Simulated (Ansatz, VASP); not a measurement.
**BAs in VASP and in Ansatz**

```xyz
2
Lattice="0.0000 2.4047 2.4047 2.4047 0.0000 2.4047 2.4047 2.4047 0.0000" Properties=species:S:1:pos:R:3 pbc="T T T"
B     1.2023    1.2023    1.2023
As    2.4047    2.4047    2.4047
```

Alike in both runs: functional PBE; k mesh 12 × 12 × 12; no spin polarisation.

Ansatz relaxed the structure, and its values are those at the end. VASP's run is a single point on that final structure, the one shown.

|  | VASP | Ansatz |
| --- | --- | --- |
| version | VASP 6.6.1 | Ansatz 0.2.0 |
| potentials or method | VASP PAW PBE potentials, release 64 (B, As), cutoff 500 eV | scalar-relativistic, plane waves, PAW |
| occupations | gaussian, width 0.01 eV | fixed |
| valence electrons in the cell | 8 | 18 |

|  | VASP | Ansatz | Ansatz less VASP |
| --- | --- | --- | --- |
| gap on the k mesh at the Fermi level (eV) | 1.20 | 1.21 | +0.008 |
| least direct gap on the mesh (eV) | 3.25 | 3.26 | +0.005 |
| pressure (GPa) | 0.6 | 0.0 | -0.60 |

VASP's potentials hold 8 valence electrons a cell and Ansatz's 18, so a difference there can come from the potentials and not from the codes.
